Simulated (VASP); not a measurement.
# Na (Im-3m) in VASP: a series of runs, part 2 of 2

VASP 6.6.1.

### Step 4. Single point, BLYP

Contents of INCAR:

```
SYSTEM = Na
  PREC = Accurate
  ENCUT = 520
  EDIFF = 1E-7
  ISMEAR = -1
  SIGMA = 0.05
  LREAL = .False.
  LASPH = .True.
  NELM = 80
  ALGO = Normal
  ISIF = 2
  LWAVE = .False.
  LCHARG = .True.
  GGA = B5
  ALDAX = 1.0
  AGGAX = 1.0
  AGGAC = 1.0
  ALDAC = 0.0
  LELF = .True.
  LVHAR = .True.
  NBANDS = 10
```

Contents of KPOINTS:

```
regular mesh
0
Gamma
  5 5 5
  0 0 0
```

Contents of POSCAR:

```
Na
1.0
   -2.1410000000      2.1410000000      2.1410000000
    2.1410000000     -2.1410000000      2.1410000000
    2.1410000000      2.1410000000     -2.1410000000
Na
1
Direct
    0.0000000000      0.0000000000      0.0000000000
```

Potentials or basis: VASP PAW PBE potentials, release 64 (Na_pv).

Run with:

```
> cat potpaw_PBE.64/Na_pv/POTCAR > POTCAR
> mpirun -np 1 vasp_std > vasp.out
```

OUTCAR:

```text
SYSTEM = Na
   PREC = Accurate
   ENCUT = 520
   EDIFF = 1E-7
   ISMEAR = -1
   LREAL = .False.
   LASPH = .True.
   NELM = 80
   ISIF = 2
   GGA = B5

 ion  position               nearest neighbor table
   1  0.000  0.000  0.000-

  LATTYP: Found a body centered cubic cell.
 ALAT       =     4.2820000000

  Lattice vectors:

 A1 = (  -2.1410000000,   2.1410000000,   2.1410000000)
 A2 = (   2.1410000000,  -2.1410000000,   2.1410000000)
 A3 = (   2.1410000000,   2.1410000000,  -2.1410000000)

Analysis of symmetry for initial positions (statically):
=====================================================================
 Subroutine PRICEL returns:
 Original cell was already a primitive cell.

 Routine SETGRP: Setting up the symmetry group for a
 body centered cubic supercell.

 Subroutine GETGRP returns: Found 48 space group operations
[... 9 lines left out ...]

 Routine SETGRP: Setting up the symmetry group for a
 body centered cubic supercell.

 Subroutine GETGRP returns: Found 48 space group operations
[... 11 lines left out ...]
                                     Primitive cell

  volume of cell :      39.2564

  direct lattice vectors                    reciprocal lattice vectors
    -2.141000000  2.141000000  2.141000000     0.000000000  0.233535731  0.233535731
     2.141000000 -2.141000000  2.141000000     0.233535731  0.000000000  0.233535731
     2.141000000  2.141000000 -2.141000000     0.233535731  0.233535731  0.000000000

  length of vectors
     3.708320779  3.708320779  3.708320779     0.330269398  0.330269398  0.330269398

  position of ions in fractional coordinates (direct lattice)
     0.000000000  0.000000000  0.000000000

  ion indices of the primitive-cell ions
   primitive index   ion index
                 1           1

----------------------------------------------------------------------------------------

 KPOINTS: regular mesh

Automatic generation of k-mesh.
 Grid dimensions read from file:
 generate k-points for:    5    5    5

 Generating k-lattice:

  Cartesian coordinates                     Fractional coordinates (reciprocal lattice)
     0.000000000  0.046707146  0.046707146     0.200000000  0.000000000  0.000000000
     0.046707146  0.000000000  0.046707146     0.000000000  0.200000000  0.000000000
     0.046707146  0.046707146  0.000000000     0.000000000  0.000000000  0.200000000

  Length of vectors
     0.066053880  0.066053880  0.066053880

  Shift w.r.t. Gamma in fractional coordinates (k-lattice)
     0.000000000  0.000000000  0.000000000

 Subroutine IBZKPT returns following result:
 ===========================================

 Found     10 irreducible k-points:

 Following reciprocal coordinates:
            Coordinates               Weight
  0.000000  0.000000  0.000000      1.000000
  0.200000  0.000000  0.000000     12.000000
  0.400000  0.000000  0.000000     12.000000
  0.200000  0.200000  0.000000     24.000000
  0.400000  0.200000  0.000000     24.000000
  0.200000  0.200000  0.200000      8.000000
 -0.200000  0.200000  0.200000      6.000000
 -0.400000  0.400000  0.200000     24.000000
 -0.400000 -0.400000  0.200000      8.000000
 -0.400000  0.400000  0.400000      6.000000
   k-points           NKPTS =     10   k-points in BZ     NKDIM =     10   number of bands    NBANDS=     10
   number of dos      NEDOS =    301   number of ions     NIONS =      1
   total plane-waves  NPLWV =  21952
   dimension x,y,z NGX =    28 NGY =   28 NGZ =   28
   dimension x,y,z NGXF=    56 NGYF=   56 NGZF=   56
   ions per type =               1
   NGX,Y,Z   is equivalent  to a cutoff of  12.55, 12.55, 12.55 a.u.
   NGXF,Y,Z  is equivalent  to a cutoff of  25.11, 25.11, 25.11 a.u.
 SYSTEM =  Na
   PREC   = accura    normal or accurate (medium, high low for compatibility)
   ISTART =      0    job   : 0-new  1-cont  2-samecut
   ICHARG =      2    charge: 1-file 2-atom 10-const
   ISPIN  =      1    spin polarized calculation?
   LNONCOLLINEAR =      F non collinear calculations
   LSORBIT =      F    spin-orbit coupling
   LASPH  =      T    aspherical Exc in radial PAW
   ENCUT  =  520.0 eV  38.22 Ry    6.18 a.u.   6.90  6.90  6.90*2*pi/ulx,y,z
   NELM   =     80;   NELMIN=  2; NELMDL= -5     # of ELM steps
   EDIFF  = 0.1E-06   stopping-criterion for ELM
   LREAL  =      F    real-space projection
   EDIFFG = 0.1E-05   stopping-criterion for IOM
   NSW    =      0    number of steps for IOM
   IBRION =     -1    ionic relax: 0-MD 1-quasi-New 2-CG
   NFREE  =      0    steps in history (QN), initial steepest desc. (CG)
   ISIF   =      2    stress and relaxation
   ISYM   =      2    0-nonsym 1-usesym 2-fastsym
   POTIM  = 0.5000    time-step for ionic-motion
   TEBEG  =    0.0;   TEEND  =   0.0 temperature during run
   PSTRESS=    0.0 pullay stress
   NELECT =       7.0000    total number of electrons
   NUPDOWN=      -1.0000    fix difference up-down
   EMIN   =  10.00;   EMAX   =-10.00  energy-range for DOS
   EFERMI =   0.00;   METHOD = LEGACY
   ISMEAR =    -1;   SIGMA  =   0.05  broadening in eV -4-tet -1-fermi 0-gaus
   EFERMI_NEDOS =   21; number of points for ismear=-14 and -15
   IALGO  =     38    algorithm
   IMIX   =      4    mixing-type and parameters
     AMIX     =   0.40;   BMIX     =  1.00
     AMIX_MAG =   1.60;   BMIX_MAG =  1.00
  volume/ion in A,a.u.               =      39.26       264.91
  Fermi-wavevector in a.u.,A,eV,Ry     =   0.921448  1.741284 11.552251  0.849066
  Thomas-Fermi vector in A             =   2.046866
   LORBIT       =      0    0 simple, 1 ext, 2 COOP (PROOUT), +10 PAW based schemes
   GGA     = B5    functional components
   LHFCALC =     F    Hartree Fock is set to
   AEXX    =    0.0000 exact exchange contribution
   IVDW    =     0    specifies the selected vdW correction
   LEPSILON=     F    determine dielectric tensor
   LRPA    =     F    only Hartree local field effects (RPA)
 non-spin polarized calculation
  energy-cutoff  :      520.00
  volume of cell :       39.26
 maximum number of plane-waves:      1067
   NGX = 13   NGY = 13   NGZ = 13

 number of electron       7.0000011 magnetization

 Free energy of the ion-electron system (eV)
  ---------------------------------------------------
  ext. energy  EPLUGINS =         0.00000000
  ---------------------------------------------------
  free energy    TOTEN  =        -0.93227295 eV

  energy without entropy =       -0.92034724  energy(sigma->0) =       -0.92631010

 E-fermi :   0.6737     XC(G=0):  -5.9778

 val. band max:        0.0678851386   @ k =   0.4000   0.0000   0.0000
 cond. band min:       0.7131280100   @ k =  -0.4000   0.4000   0.2000
 fundamental gap:      0.6452428714
 Fermi energy:         0.6737056684

 k-point     1 :       0.0000    0.0000    0.0000
  band No.  band energies     occupation
      1     -24.7522      2.00000
      2     -24.7522      2.00000
      3     -24.7521      2.00000
      4      -2.5860      2.00000
      5      11.8844      0.00000
      6      11.8844      0.00000
      7      11.8844      0.00000
      8      12.9697      0.00000
      9      12.9697      0.00000
     10      13.2841      0.00000

 k-point     2 :       0.2000    0.0000    0.0000
  band No.  band energies     occupation
      1     -24.7620      2.00000
      2     -24.7555      2.00000
      3     -24.7521      2.00000
      4      -1.9111      2.00000
      5       7.5582      0.00000
      6      10.0202      0.00000
      7      10.3305      0.00000
      8      10.8417      0.00000
      9      11.6174      0.00000
     10      13.8925      0.00000

 k-point     3 :       0.4000    0.0000    0.0000
  band No.  band energies     occupation
      1     -24.7779      2.00000
      2     -24.7610      2.00000
      3     -24.7520      2.00000
      4       0.0679      1.99999
      5       3.2715      0.00000
      6       8.7581      0.00000
      7       9.3080      0.00000
      8       9.6728      0.00000
      9      10.5277      0.00000
     10      15.4443      0.00000
[... 66 lines left out ...]
 k-point     9 :      -0.4000   -0.4000    0.2000
  band No.  band energies     occupation
      1     -24.7733      2.00000
      2     -24.7733      2.00000
      3     -24.7614      2.00000
      4       3.0513      0.00000
      5       3.0513      0.00000
      6       3.7495      0.00000
      7       9.2020      0.00000
      8       9.2020      0.00000
      9      10.4571      0.00000
     10      12.6238      0.00000

 k-point    10 :      -0.4000    0.4000    0.4000
  band No.  band energies     occupation
      1     -24.7725      2.00000
      2     -24.7709      2.00000
      3     -24.7709      2.00000
      4       2.6043      0.00000
      5       5.4637      0.00000
      6       5.5349      0.00000
      7       5.5349      0.00000
      8       6.7691      0.00000
      9       9.2745      0.00000
     10      16.9868      0.00000

------------------------ aborting loop because EDIFF is reached ----------------------------------------

  FORCE on cell =-STRESS in cart. coord.  units (eV):
  Direction    XX          YY          ZZ          XY          YZ          ZX
  --------------------------------------------------------------------------------------
  -------------------------------------------------------------------------------------
  Total       -0.0836551     -0.0836551     -0.0836551      0.0000000      0.0000000      0.0000000
  in kB       -3.4142301     -3.4142301     -3.4142301      0.0000000      0.0000000      0.0000000
  external PRESSURE =      -3.4142301 kB  Pullay stress =       0.0000000 kB

 VOLUME and BASIS-vectors are now :
 -----------------------------------------------------------------------------
  energy-cutoff  :      520.00
  volume of cell :       39.26
      direct lattice vectors                 reciprocal lattice vectors
    -2.141000000  2.141000000  2.141000000     0.000000000  0.233535731  0.233535731
     2.141000000 -2.141000000  2.141000000     0.233535731  0.000000000  0.233535731
     2.141000000  2.141000000 -2.141000000     0.233535731  0.233535731  0.000000000

 POSITION                                       TOTAL-FORCE (eV/Angst)
 -----------------------------------------------------------------------------------
      0.00000      0.00000      0.00000         0.000000      0.000000      0.000000
 -----------------------------------------------------------------------------------
    total drift:                               -0.000000     -0.000000     -0.000000

  FREE ENERGIE OF THE ION-ELECTRON SYSTEM (eV)
  ---------------------------------------------------
  free  energy   TOTEN  =        -0.9322729513 eV

  energy  without entropy=       -0.9203472388  energy(sigma->0) =       -0.92631010
```

OSZICAR:

```text
N       E                     dE             d eps       ncg     rms          rms(c)
DAV:   1     0.254171465529E+02    0.25417E+02   -0.37978E+03   200   0.589E+02
DAV:   2    -0.462696670515E+00   -0.25880E+02   -0.25786E+02   212   0.132E+02
DAV:   3    -0.927345754830E+00   -0.46465E+00   -0.46449E+00   238   0.195E+01
DAV:   4    -0.931856070314E+00   -0.45103E-02   -0.45101E-02   238   0.206E+00
DAV:   5    -0.931922402178E+00   -0.66332E-04   -0.66330E-04   262   0.231E-01    0.149E-01
DAV:   6    -0.931714736814E+00    0.20767E-03   -0.10481E-03   226   0.411E-01    0.954E-02
DAV:   7    -0.932133549558E+00   -0.41881E-03   -0.21000E-03   220   0.407E-01    0.282E-02
DAV:   8    -0.932253997075E+00   -0.12045E-03   -0.29511E-04   244   0.183E-01    0.590E-03
DAV:   9    -0.932271867831E+00   -0.17871E-04   -0.43731E-05   232   0.362E-02    0.118E-03
DAV:  10    -0.932272826713E+00   -0.95888E-06   -0.29311E-06   250   0.738E-03    0.490E-04
DAV:  11    -0.932272929615E+00   -0.10290E-06   -0.44754E-07   236   0.244E-03    0.750E-05
DAV:  12    -0.932272951307E+00   -0.21692E-07   -0.11149E-08   148   0.699E-04
   1 F= -.93227295E+00 E0= -.92631010E+00  d E =-.119257E-01
```

Run time: 6.3 s. Hardware: 1 thread of Intel Xeon 6975P-C (Granite Rapids), shared host; peak memory 0.14 GiB.

Results:

```
Free energy : -0.9323 eV
Pressure    : -0.3 GPa
```

Caveat: the k points lie up to 0.42 Å⁻¹ apart; the PAW data sets were made with another functional, which shifts forces and pressure a little.

### Step 5. Summary

| level | gap on the mesh (eV) | pressure (GPa) |
| --- | --- | --- |
| RPBE | none | 0.1 |
| revPBE | none | 0.1 |
| BLYP | none | -0.3 |

Alike in all rows: task single point; potentials or basis VASP PAW PBE potentials, release 64 (Na_pv); no spin polarisation; cell as given; k mesh 5 × 5 × 5; cutoff (eV) 520; smearing fermi-dirac 0.05 eV.

Caveats: all runs use coarse meshes; the PAW data sets were made with another functional, which shifts forces and pressure a little.

Total energies depend on the potentials used, so only differences within one code and one set of settings carry meaning.
